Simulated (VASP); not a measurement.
The system is PtSe2 (Sudovikovite).

```
Pt Se
1.0
     3.72400    0.00000    0.00000
    -1.86200    3.22508    0.00000
     0.00000    0.00000    5.06200
Pt Se
1 2
Direct
  0.00000 0.00000 0.00000
  0.66667 0.33333 0.75000
  0.33333 0.66667 0.25000
```

| Property | Result |
| --- | --- |
| Program | VASP 6.6.1 |
| Task | relaxation of cell and atoms |
| Functional | BLYP |
| Dispersion | D4 |
| Potentials or basis | VASP PAW PBE potentials, release 64 (Pt, Se) |
| Cutoff | 600 eV |
| k mesh | 8 × 8 × 5 |
| Occupations | fermi-dirac, width 0.05 eV |
| Spin | no spin polarisation |

At the start: pressure 7.9 GPa; volume 20.27 Å³/atom.

Question: How do energy, volume and symmetry change on relaxing?

Answer: Over 17 steps the energy falls by 45.8 meV/atom and the volume is 20.42 Å³/atom (+0.8 %); space group P-3m1 (No. 164, to 0.05 Å).

The path:
| step | energy change (eV) | largest force (eV/Å) | pressure (GPa) | volume (Å³) |
| --- | --- | --- | --- | --- |
| 1 | 0.0000 | 1.1772 | 7.87 | 60.80 |
| 2 | 0.1199 | 0.7563 | -9.66 | 69.97 |
| 3 | -0.1059 | 0.2542 | -0.81 | 64.25 |
| 4 | -0.1059 | 0.2752 | -0.61 | 64.16 |
| 5 | -0.1143 | 0.2189 | -0.49 | 63.67 |
| 6 | -0.1289 | 0.0344 | 0.03 | 62.21 |
| 7 | -0.1298 | 0.0395 | 0.26 | 61.70 |
| 8 | -0.1351 | 0.1311 | -0.54 | 61.56 |
| 9 | -0.1351 | 0.1421 | -0.63 | 61.55 |
| 10 | -0.1340 | 0.0775 | 1.30 | 60.39 |
| 11 | -0.1369 | 0.0464 | 0.20 | 61.04 |
| 12 | -0.1373 | 0.0284 | -0.09 | 61.22 |
| 13 | -0.1373 | 0.0305 | -0.06 | 61.20 |
| 14 | -0.1373 | 0.0094 | 0.17 | 61.15 |
| 15 | -0.1373 | 0.0033 | 0.08 | 61.17 |
| 16 | -0.1374 | 0.0013 | 0.00 | 61.25 |
| 17 | -0.1374 | 0.0024 | -0.01 | 61.27 |

Final structure:
```cif
data_structure
_symmetry_space_group_name_H-M 'P 1'
_symmetry_Int_Tables_number 1
_cell_length_a 3.8039
_cell_length_b 3.8039
_cell_length_c 4.8897
_cell_angle_alpha 90.000
_cell_angle_beta 90.000
_cell_angle_gamma 120.000
_cell_volume 61.27
loop_
_atom_site_label
_atom_site_type_symbol
_atom_site_fract_x
_atom_site_fract_y
_atom_site_fract_z
_atom_site_occupancy
Pt1 Pt 0.00000 0.00000 0.00000 1
Se1 Se 0.66667 0.33333 0.73170 1
Se2 Se 0.33333 0.66667 0.26830 1
```

Caveat: the PAW data sets were made with another functional, which shifts forces and pressure a little; pairwise dispersion overbinds metals, which lowers pressure and volume.
